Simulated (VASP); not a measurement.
# BiO5 (P-6m2) in VASP: further runs, part 2 of 3

VASP 6.6.1.

## 3. Single point, PBE

This run uses another cell than the first one, of 18.66 Å³/atom, 1.100 times its volume.

Input file INCAR:

```
SYSTEM = BiO5
PREC     = Accurate       ! precision mode
ENCUT    = 520            ! plane-wave cutoff, eV
EDIFF    = 1E-6           ! SCF threshold, eV
ISMEAR   = 0              ! smearing method
SIGMA    = 0.1            ! smearing width, eV
LREAL    = .False.        ! projectors in reciprocal space
LASPH    = .True.         ! aspherical terms in the spheres
NELM     = 60             ! most SCF steps
ALGO     = Normal         ! electronic algorithm
ISIF     = 2              ! what is computed and relaxed
LWAVE    = .False.        ! write WAVECAR
LCHARG   = .True.         ! write CHGCAR
GGA      = PE             ! functional
LELF     = .True.         ! ELF
LVHAR    = .True.       
NBANDS   = 32             ! bands
```

Input file KPOINTS:

```
regular mesh
0
Gamma
  6 6 2
  0 0 0
```

Input file POSCAR:

```
BiO5
1.0
    3.4402435213      0.0000000000      0.0000000000
   -1.7201217606      2.9793382846      0.0000000000
    0.0000000000      0.0000000000     10.9261849353
Bi O
1 5
Direct
    0.6666666667      0.3333333333      0.0000000000
    0.0000000000      0.0000000000      0.8845812273
    0.6666666667      0.3333333333      0.5575980544
    0.0000000000      0.0000000000      0.5000000000
    0.6666666667      0.3333333333      0.4424019456
    0.0000000000      0.0000000000      0.1154187727
```

Potentials or basis: VASP PAW PBE potentials, release 64 (Bi_d, O).

Launch:

```
$ cat potpaw_PBE.64/Bi_d/POTCAR potpaw_PBE.64/O/POTCAR > POTCAR
$ mpirun -np 1 vasp_std > vasp.out
```

OUTCAR:

```text
SYSTEM = BiO5
   PREC = Accurate
   ENCUT = 520
   EDIFF = 1E-6
   ISMEAR = 0
   LREAL = .False.
   LASPH = .True.
   NELM = 60
   ISIF = 2
   GGA = PE

 ion  position               nearest neighbor table
   1  0.667  0.333  0.000-   2 2.35   6 2.35   2 2.35   6 2.35   2 2.35   6 2.35
   2  0.000  0.000  0.885-   1 2.35   1 2.35   1 2.35
   3  0.667  0.333  0.558-   5 1.26
   4  0.000  0.000  0.500-
   5  0.667  0.333  0.442-   3 1.26
   6  0.000  0.000  0.115-   1 2.35   1 2.35   1 2.35

  LATTYP: Found a hexagonal cell.
 ALAT       =     3.4402435213
 C/A-ratio  =     3.1759917191

  Lattice vectors:

 A1 = (   3.4402435213,   0.0000000000,   0.0000000000)
 A2 = (  -1.7201217606,   2.9793382846,   0.0000000000)
 A3 = (   0.0000000000,   0.0000000000,  10.9261849353)

Analysis of symmetry for initial positions (statically):
=====================================================================
 Subroutine PRICEL returns:
 Original cell was already a primitive cell.

 Routine SETGRP: Setting up the symmetry group for a
 hexagonal supercell.

 Subroutine GETGRP returns: Found 12 space group operations
 (whereof 12 operations were pure point group operations)
 out of a pool of 24 trial point group operations.

The static configuration has the point symmetry D_3h.

Analysis of symmetry for dynamics (positions and initial velocities):
=====================================================================
 Subroutine PRICEL returns:
 Original cell was already a primitive cell.

 Routine SETGRP: Setting up the symmetry group for a
 hexagonal supercell.

 Subroutine GETGRP returns: Found 12 space group operations
 (whereof 12 operations were pure point group operations)
 out of a pool of 24 trial point group operations.

The dynamic configuration has the point symmetry D_3h.

 Subroutine INISYM returns: Found 12 space group operations
[... 115 lines left out ...]
  volume/ion in A,a.u.               =      18.66       125.96
  Fermi-wavevector in a.u.,A,eV,Ry     =   1.208054  2.282892 19.856280  1.459395
  Thomas-Fermi vector in A             =   2.343674
   LORBIT       =      0    0 simple, 1 ext, 2 COOP (PROOUT), +10 PAW based schemes
   GGA     = PE    functional components
   LHFCALC =     F    Hartree Fock is set to
   AEXX    =    0.0000 exact exchange contribution
   IVDW    =     0    specifies the selected vdW correction
   LEPSILON=     F    determine dielectric tensor
   LRPA    =     F    only Hartree local field effects (RPA)
 non-spin polarized calculation
 Gauss-broadening in eV      SIGMA  =   0.10
  energy-cutoff  :      520.00
  volume of cell :      111.99
 maximum number of plane-waves:      3047
 NGX is ok and might be reduce to    28
   NGX = 13   NGY = 13   NGZ = 41

 number of electron      44.9999990 magnetization

 Free energy of the ion-electron system (eV)
  ---------------------------------------------------
  ext. energy  EPLUGINS =         0.00000000
  ---------------------------------------------------
  free energy    TOTEN  =       -25.22195461 eV

  energy without entropy =      -25.17277770  energy(sigma->0) =      -25.19736616

 E-fermi :  -0.1253     XC(G=0):  -8.0001

 val. band max:       -0.1434635031   @ k =   0.3333  -0.0000   0.0000
 cond. band min:      -0.1160126471   @ k =   0.1667   0.1667   0.0000
 fundamental gap:      0.0274508560
 Fermi energy:        -0.1253057923

 k-point     1 :       0.0000    0.0000    0.0000
  band No.  band energies     occupation
      1     -26.0863      2.00000
      2     -22.7356      2.00000
      3     -22.7356      2.00000
      4     -22.7091      2.00000
      5     -22.5712      2.00000
      6     -22.5712      2.00000
[... 479 lines left out ...]
     31      10.9413      0.00000
     32      11.2146      0.00000

------------------------ aborting loop because EDIFF is reached ----------------------------------------

  FORCE on cell =-STRESS in cart. coord.  units (eV):
  Direction    XX          YY          ZZ          XY          YZ          ZX
  --------------------------------------------------------------------------------------
  -------------------------------------------------------------------------------------
  Total        0.1008934      0.1008934      0.9084521      0.0000000      0.0000000      0.0000000
  in kB        1.4434303      1.4434303     12.9967595      0.0000000      0.0000000      0.0000000
  external PRESSURE =       5.2945401 kB  Pullay stress =       0.0000000 kB

 VOLUME and BASIS-vectors are now :
 -----------------------------------------------------------------------------
  energy-cutoff  :      520.00
  volume of cell :      111.99
      direct lattice vectors                 reciprocal lattice vectors
     3.440243521  0.000000000  0.000000000     0.290677097  0.167822500  0.000000000
    -1.720121761  2.979338285  0.000000000     0.000000000  0.335645000  0.000000000
     0.000000000  0.000000000 10.926184935     0.000000000  0.000000000  0.091523254

 POSITION                                       TOTAL-FORCE (eV/Angst)
 -----------------------------------------------------------------------------------
      1.72012      0.99311      0.00000        -0.000000     -0.000000      0.000000
      0.00000      0.00000      9.66510        -0.000000     -0.000000      0.002131
      1.72012      0.99311      6.09242        -0.000000      0.000000      0.844270
      0.00000      0.00000      5.46309        -0.000000     -0.000000      0.000000
      1.72012      0.99311      4.83377         0.000000     -0.000000     -0.844270
      0.00000      0.00000      1.26109        -0.000000     -0.000000     -0.002131
 -----------------------------------------------------------------------------------
    total drift:                               -0.000002      0.000001      0.000000

  FREE ENERGIE OF THE ION-ELECTRON SYSTEM (eV)
  ---------------------------------------------------
  free  energy   TOTEN  =       -25.2219546098 eV

  energy  without entropy=      -25.1727777028  energy(sigma->0) =      -25.19736616
```

OSZICAR:

```text
N       E                     dE             d eps       ncg     rms          rms(c)
DAV:   1     0.459749006000E+03    0.45975E+03   -0.22573E+04   896   0.142E+03
DAV:   2     0.223247749599E+02   -0.43742E+03   -0.41461E+03  1056   0.402E+02
DAV:   3    -0.284995197154E+02   -0.50824E+02   -0.49060E+02  1072   0.144E+02
[... 11 lines left out ...]
DAV:  15    -0.252218747701E+02    0.12778E-01   -0.12151E-02   984   0.336E-01    0.240E-01
DAV:  16    -0.252225521758E+02   -0.67741E-03   -0.24175E-04  1056   0.942E-02    0.401E-01
DAV:  17    -0.252220291420E+02    0.52303E-03   -0.77381E-05  1072   0.573E-02    0.162E-01
DAV:  18    -0.252219554887E+02    0.73653E-04   -0.50888E-05  1048   0.429E-02    0.331E-02
DAV:  19    -0.252219546098E+02    0.87887E-06   -0.59579E-06  1000   0.160E-02
   1 F= -.25221955E+02 E0= -.25197366E+02  d E =-.491769E-01
```

stdout:

```text
POSCAR found type information on POSCAR BiO
 POSCAR found :  2 types and       6 ions
 scaLAPACK will be used
 LDA part: xc-table for (Slater+PW92), standard interpolation
 POSCAR, INCAR and KPOINTS ok, starting setup
 FFT: planning ... GRIDC
 FFT: planning ... GRID_SOFT
 FFT: planning ... GRID
 WAVECAR not read
 entering main loop
```

It took 30 s on 1 thread of Intel Xeon 6975P-C (Granite Rapids), shared host; peak memory 0.25 GiB.

What came out:

```yaml
Free_energy: -25.2220 eV
Pressure: 0.5 GPa
Largest_force: 0.844 eV/Å
```

Forces on the atoms (eV/Å):
```
Bi   0.000  0.000  0.000
O    0.000  0.000  0.002
O    0.000  0.000  0.844
O    0.000  0.000  0.000
O    0.000  0.000 -0.844
O    0.000  0.000 -0.002
```

Stress tensor (GPa, compression positive):
```
0.14 0.00 0.00
0.00 0.14 0.00
0.00 0.00 1.30
```

Caveat: the standard files for N, O and F lose accuracy on very short bonds; spin-orbit coupling is left out, which moves the levels of the heavy elements; an odd number of electrons without spin polarisation forces a metal; a magnetic or distorted state may lie lower.

## 4. Relaxation of cell and atoms, PBE

Input file INCAR:

```
PREC = Accurate ; ENCUT = 600
EDIFF = 1E-6 ; ISMEAR = 0
SIGMA = 0.1 ; LREAL = False
LASPH = True ; NELM = 80
ALGO = Normal ; ISIF = 3
LWAVE = False ; LCHARG = False
GGA = PE ; IBRION = 2
NSW = 90 ; EDIFFG = -0.04
```

Input file KPOINTS:

```
Automatic mesh
0
Gamma
  6 6 2
```

Input file POSCAR:

```
BiO5
1.0
    2.9112972600      0.0000000000      0.0000000000
   -1.4556486300      2.5212573900      0.0000000000
    0.0000000000      0.0000000000     13.8723170700
Bi O
1 5
Direct
    0.6666666700      0.3333333300      0.0000000000
    0.0000000000      0.0000000000      0.8363369700
    0.6666666700      0.3333333300      0.6678038200
    0.0000000000      0.0000000000      0.5000000000
    0.6666666700      0.3333333300      0.3321961800
    0.0000000000      0.0000000000      0.1636630300
```

Launch:

```
$ cat potpaw_PBE.64/Bi_d/POTCAR potpaw_PBE.64/O/POTCAR > POTCAR
$ mpirun -np 1 vasp_std > vasp.out
```

Run time: 12 min. Hardware: 1 thread of Intel Xeon 6975P-C (Granite Rapids), shared host; peak memory 0.28 GiB.

It converged, with:

```yaml
Free_energy: -25.1955 eV
Relaxed_volume: 16.83 Å³/atom
Relaxed_cell: a = 3.404 Å, b = 3.404 Å, c = 10.065 Å, α = 90.00°, β = 90.00°, γ = 120.00°
Space_group_after_relaxing_to_0.05_Å: P-6m2 (No. 187)
Energy_gained_by_relaxing: 2037.0 meV/atom
Ionic_steps: 43
Pressure_after_relaxing: 0.2 GPa
Largest_force_after_relaxing: 0.023 eV/Å
```

Forces in eV/Å, atoms in the order of the input:
```
Bi   0.000  0.000  0.000
O    0.000  0.000  0.023
O    0.000  0.000  0.002
O    0.000  0.000  0.000
O    0.000  0.000 -0.002
O    0.000  0.000 -0.023
```

Stress tensor (GPa, compression positive):
```
0.30 0.00 0.00
0.00 0.30 0.00
0.00 0.00 0.11
```

Step by step:
| step | energy change (eV) | largest force (eV/Å) | pressure (GPa) | volume (Å³) |
| --- | --- | --- | --- | --- |
| 1 | 0.0000 | 1.7517 | -6.19 | 101.82 |
| 3 | -7.6399 | 2.4709 | 18.07 | 68.71 |
| 5 | -8.3606 | 2.2785 | 10.01 | 71.98 |
| 7 | -9.0612 | 3.0975 | 9.59 | 73.71 |
| 9 | -10.0564 | 4.7158 | 7.09 | 73.76 |
| 11 | -1.7725 | 79.3094 | 36.84 | 82.58 |
| 13 | -10.4310 | 2.9207 | 7.05 | 74.50 |
| 15 | -10.6047 | 0.6773 | 5.97 | 75.87 |
| 17 | -10.9420 | 2.1623 | -5.20 | 81.53 |
| 19 | -11.2730 | 0.8293 | -2.80 | 82.76 |
| 21 | -11.5717 | 2.0719 | 2.37 | 84.00 |
| 23 | -11.9237 | 1.7759 | 1.51 | 86.55 |
| 25 | -11.8646 | 3.7740 | 4.31 | 86.76 |
| 27 | -12.0078 | 1.2333 | -0.40 | 88.10 |
| 29 | -12.1099 | 0.1705 | 1.05 | 87.34 |
| 31 | -12.1186 | 0.1595 | 0.79 | 87.89 |
| 33 | -12.1691 | 0.2553 | -0.57 | 92.53 |
| 35 | -12.1941 | 0.1290 | -1.16 | 99.12 |
| 37 | -12.2054 | 0.6221 | 0.26 | 99.85 |
| 39 | -12.2214 | 0.0803 | -0.02 | 100.87 |
| 41 | -12.2215 | 0.0722 | -0.01 | 100.83 |
| 43 | -12.2220 | 0.0226 | 0.24 | 100.99 |

Final structure:
```xyz
6
Lattice="3.4039 0.0000 0.0000 -1.7019 2.9478 0.0000 0.0000 0.0000 10.0651" Properties=species:S:1:pos:R:3 pbc="T T T"
Bi    1.7019    0.9826    0.0000
O     0.0000    0.0000    8.8000
O     1.7019    0.9826    5.6789
O     0.0000    0.0000    5.0326
O     1.7019    0.9826    4.3862
O     0.0000    0.0000    1.2651
```

Levels at points of the mesh, in eV from the Fermi level:
```tsv
k point	band 21	band 22	band 23	band 24	band 25	band 26
(0.00, 0.00, 0.00)	-0.89	-0.60	-0.60	0.07	0.07	2.67
(0.50, 0.00, 0.00)	-0.47	-0.22	-0.08	0.46	1.26	2.73
(0.00, 0.00, 0.50)	-0.91	-0.60	-0.60	0.08	0.08	2.70
(0.50, 0.00, 0.50)	-0.48	-0.22	-0.08	0.46	1.26	2.73
```

Caveat: the k points lie up to 0.36 Å⁻¹ apart in the final cell; spin-orbit coupling is left out, which moves the levels of the heavy elements; an odd number of electrons without spin polarisation forces a metal; a magnetic or distorted state may lie lower.

(Part 2 of 3 ends here.)
